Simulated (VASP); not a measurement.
TaN: single point with PBE0

Crystal: TaN.

```
CELL_PARAMETERS angstrom
2.97666 0.00000 0.00000
-1.48833 2.57787 0.00000
0.00000 0.00000 2.92094
ATOMIC_POSITIONS crystal
Ta 0.00000 0.00000 0.50000
N 0.66667 0.33333 0.00000
```

| Property | Result |
| --- | --- |
| Program | VASP 6.6.1 |
| Task | single point |
| Functional | PBE0 |
| Potentials or basis | VASP PAW PBE potentials, release 64 (Ta_pv, N) |
| Cutoff | 520 eV |
| k mesh | 6 × 6 × 6 |
| Occupations | fermi-dirac, width 0.05 eV |
| Spin | no spin polarisation |
| Dipole correction | no |
| Grid for exact exchange (PRECFOCK) | Normal |
| Further INCAR settings | ALGO = Normal; EDIFF = 1e-06; NBANDS = 15 |
| Share of exact exchange | 0.25 |

```yaml
Pressure: -17.0 GPa
Band_gap_on_the_k_mesh: zero (bands 8 and 9 overlap by 0.82 eV)
```

Stress tensor (GPa, compression positive):
```
-16.52   0.00   0.00
  0.00 -16.52   0.00
  0.00   0.00 -17.89
```

Levels at points of the mesh, in eV from the Fermi level:
| k point | band 4 | band 5 | band 6 | band 7 | band 8 | band 9 | band 10 | band 11 | band 12 | band 13 |
| --- | --- | --- | --- | --- | --- | --- | --- | --- | --- | --- |
| (0.00, 0.00, 0.00) | -20.73 | -6.17 | -6.17 | -5.69 | -4.51 | 2.25 | 3.87 | 3.87 | 4.36 | 4.36 |
| (0.50, 0.00, 0.00) | -18.39 | -10.29 | -6.81 | -4.87 | -4.79 | 3.34 | 4.27 | 5.53 | 5.66 | 7.54 |
| (0.00, 0.00, 0.50) | -18.07 | -11.46 | -5.26 | -5.26 | -0.76 | -0.76 | 2.35 | 3.69 | 3.69 | 8.45 |
| (0.50, 0.00, 0.50) | -18.64 | -9.19 | -8.02 | -7.35 | -1.85 | 4.43 | 5.56 | 6.18 | 7.63 | 10.46 |

It took 38 min on 1 thread of Intel(R) Xeon(R) Platinum 8259CL CPU @ 2.50GHz (Skylake/Cascade Lake), on a shared host, peak memory 0.16 GiB.

Caveat: the k points lie up to 0.41 Å⁻¹ apart, too coarse for converged energies and pressures of a metal; the PAW data sets were made with another functional, which shifts forces and pressure a little; spin-orbit coupling is left out, which moves the levels of the heavy elements.
